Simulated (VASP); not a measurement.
InGa3P4, 8 atoms in the cell. It takes space group P-43m (No. 215, cubic). Conventional cell: a = 5.323 Å, b = 5.323 Å, c = 5.323 Å, α = 90.00°, β = 90.00°, γ = 90.00°. Within 3.0 Å of Ga (site symmetry -42m) lie 4 P at 2.31 Å. Within 3.0 Å of P (site symmetry 3m) lie 3 Ga at 2.31 Å and 1 In at 2.31 Å. In (site symmetry -43m) has 4 P at 2.31 Å within 3.0 Å. 

- Program: VASP 6.6.1
- Task: relaxation of cell and atoms
- Functional: PBE
- Potentials or basis: VASP PAW PBE potentials, release 64 (Ga_d, P, In_d)
- Cutoff: 600 eV
- k mesh: 4 × 4 × 4
- Occupations: fermi-dirac, width 0.02 eV
- Spin: no spin polarisation
- Dipole correction: no
- Further INCAR settings: ALGO = Normal; EDIFF = 1e-06; IBRION = 2; EDIFFG = -0.005; NSW = 80; ISIF = 3

Potentials or basis: VASP PAW PBE potentials, release 64 (Ga_d, P, In_d).

Launch:

```console
$ cat potpaw_PBE.64/Ga_d/POTCAR potpaw_PBE.64/P/POTCAR potpaw_PBE.64/In_d/POTCAR > POTCAR
$ mpirun -np 1 vasp_std > vasp.out
```

Hardware: 1 thread of Intel(R) Xeon(R) 6975P-C (Granite Rapids), with other jobs on the host.

Estimate the wall time of this run.

It took 11 min on 1 thread of Intel(R) Xeon(R) 6975P-C (Granite Rapids), on a shared host, peak memory 0.37 GiB. Counts: scf iterations 74, k points 10, ion steps 9.
